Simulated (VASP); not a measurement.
Set up this calculation in VASP 6.6.1, as the native input.

```
Task                   : single point
Functional             : PBEsol
Potentials or basis    : VASP PAW PBE potentials, release 64 (Sb)
Cutoff                 : 500 eV
k mesh                 : 10 × 10 × 10
Occupations            : fermi-dirac, width 0.05 eV
Spin                   : no spin polarisation
Dipole correction      : no
Further INCAR settings : ALGO = Normal; EDIFF = 1e-06; NBANDS = 8
```

The structure of Sb lies in POSCAR:

```
Sb
1.0
   -1.8339140686      1.8339140686      1.8713408863
    1.8339140686     -1.8339140686      1.8713408863
    1.8339140686      1.8339140686     -1.8713408863
Sb
1
Direct
    0.0000000000      0.0000000000      0.0000000000
```

The input as run:

INCAR

```
SYSTEM = Sb
PREC = Accurate ; ENCUT = 500
EDIFF = 1E-6 ; ISMEAR = -1
SIGMA = 0.05 ; LREAL = .FALSE.
LASPH = .TRUE. ; NELM = 120
ALGO = Normal ; ISIF = 2
LWAVE = .FALSE. ; LCHARG = .FALSE.
GGA = PS ; NBANDS = 8
GGA_COMPAT = .FALSE.
```

KPOINTS

```
regular mesh
0
G
  10 10 10
  0 0 0
```

Potentials or basis: VASP PAW PBE potentials, release 64 (Sb).

Launch:

```console
$ cat potpaw_PBE.64/Sb/POTCAR > POTCAR
$ mpirun -np 1 vasp_std > vasp.out
```

It gave:

```yaml
Pressure: 3.0 GPa
Band_gap_on_the_k_mesh: zero (an odd number of electrons rules out a gap without spin polarisation)
```

Caveat: the PAW data sets were made with another functional, which shifts forces and pressure a little; spin-orbit coupling is left out, which moves the levels of the heavy elements.

Wall time 15 s on 1 thread of Intel Xeon 8259CL, on a shared host, peak memory 0.15 GiB.
